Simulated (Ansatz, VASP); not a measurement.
# Two plane-wave programs on HfN

Contents of INCAR:

```
PREC     = Accurate       # precision mode
ENCUT    = 520            # plane-wave cutoff, eV
EDIFF    = 1E-6           # SCF threshold, eV
ISMEAR   = 0              # smearing method
SIGMA    = 0.15           # smearing width, eV
LREAL    = F              # projectors in reciprocal space
LASPH    = T              # aspherical terms in the spheres
NELM     = 100            # most SCF steps
ALGO     = Normal         # electronic algorithm
ISIF     = 2              # what is computed and relaxed
LWAVE    = F              # write WAVECAR
LCHARG   = T              # write CHGCAR
GGA      = PE             # functional
LELF     = T              # ELF
LVHAR    = T            
NBANDS   = 14             # bands
```

Contents of KPOINTS:

```
Automatic mesh
0
Gamma
  18 18 18
```

Contents of POSCAR:

```
HfN
1.0
    0.0000000000      2.2364100000      2.2590000000
    2.2364100000      0.0000000000      2.2590000000
    2.2364100000      2.2364100000      0.0000000000
Hf N
1 1
Direct
    0.0000000000      0.0000000000      0.0000000000
    0.5000000000      0.5000000000      0.5000000000
```

Input for Ansatz:

```yaml
crystal:
  lattice:
    - [0.0, 2.23641, 2.259]
    - [2.23641, 0.0, 2.259]
    - [2.23641, 2.23641, 0.0]
  atoms:
    - { symbol: Hf, position: [0.0, 0.0, 0.0] }
    - { symbol: "N", position: [0.5, 0.5, 0.5] }
basis:
  ecutwfc: 420
kpoints:
  mp_grid: { grid: [18, 18, 18] }
hamiltonian:
  xc: pbe
scf:
  occupations: { method: gaussian, width: 0.15 }
output:
  forces: true
  stress: true
  eigenvalues: true
```

Change from the starting cell: strain -0.0100 x Voigt [1, 1, 0, 0, 0, 0], atoms carried along.

Alike in both runs: task single point; functional PBE; k mesh 18 × 18 × 18; occupations gaussian, width 0.15 eV; no spin polarisation.

|  | VASP | Ansatz |
| --- | --- | --- |
| version | VASP 6.6.1 | Ansatz 0.2.0 |
| potentials or method | VASP PAW PBE potentials, release 64 (Hf_pv, N), cutoff 520 eV | scalar-relativistic, plane waves, PAW |
| valence electrons in the cell | 15 | 31 |

Ansatz gave:

- gap on the k mesh at the Fermi level (eV): none
- pressure (GPa): 11.5
- traceless stress, the component that is largest in VASP (GPa): -3.58

Question: What did VASP give for the same quantities?

Answer: gap on the k mesh at the Fermi level (eV): none; pressure (GPa): 9.1; traceless stress, the component that is largest in VASP (GPa): -3.55.

A gap of «none» marks a metal or a gap that the smearing closes. VASP's potentials hold 15 valence electrons a cell and Ansatz's 31, so a difference there can come from the potentials and not from the codes.

Neither program's run includes spin-orbit coupling.
